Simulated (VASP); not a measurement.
A run of VASP 6.6.1:

File INCAR:

```
SYSTEM = Al2O3
ALGO = Normal ; EDIFF = 1E-6
ENCUT = 520 ; GGA = PE
ISIF = 2 ; ISMEAR = -1
LASPH = .True. ; LCHARG = .False.
LREAL = .False. ; LWAVE = .False.
NBANDS = 35 ; NELM = 80
PREC = Accurate ; SIGMA = 0.05
```

The input KPOINTS:

```
k-points
0
Gamma
  3 2 4
  0 0 0
```

The input POSCAR:

```
Al2O3
1.0
    4.6137770000      0.0000000000      0.0000000000
    0.0000000000      9.5632790000      0.0000000000
    0.0000000000      0.0000000000      3.1198620000
Al O
4 6
Direct
    0.9829750000      0.8245730000      0.0000000000
    0.0170250000      0.1754270000      0.0000000000
    0.4829750000      0.6754270000      0.5000000000
    0.5170250000      0.3245730000      0.5000000000
    0.5000000000      0.5000000000      0.5000000000
    0.1236350000      0.7530500000      0.5000000000
    0.3763650000      0.2530500000      0.0000000000
    0.6236350000      0.7469500000      0.0000000000
    0.0000000000      0.0000000000      0.0000000000
    0.8763650000      0.2469500000      0.5000000000
```

Potentials or basis: VASP PAW PBE potentials, release 64 (Al, O).

The run is started by

```console
$ cat potpaw_PBE.64/Al/POTCAR potpaw_PBE.64/O/POTCAR > POTCAR
$ mpirun -np 1 vasp_std > vasp.out
```

Hardware: 1 thread of Intel Xeon 8259CL, with other jobs on the host.

Problem. How long does it take, and how much memory?

Solution. Wall time 100 s on 1 thread of Intel Xeon 8259CL, on a shared host, peak memory 0.24 GiB. Counts: scf iterations 15, k points 12.
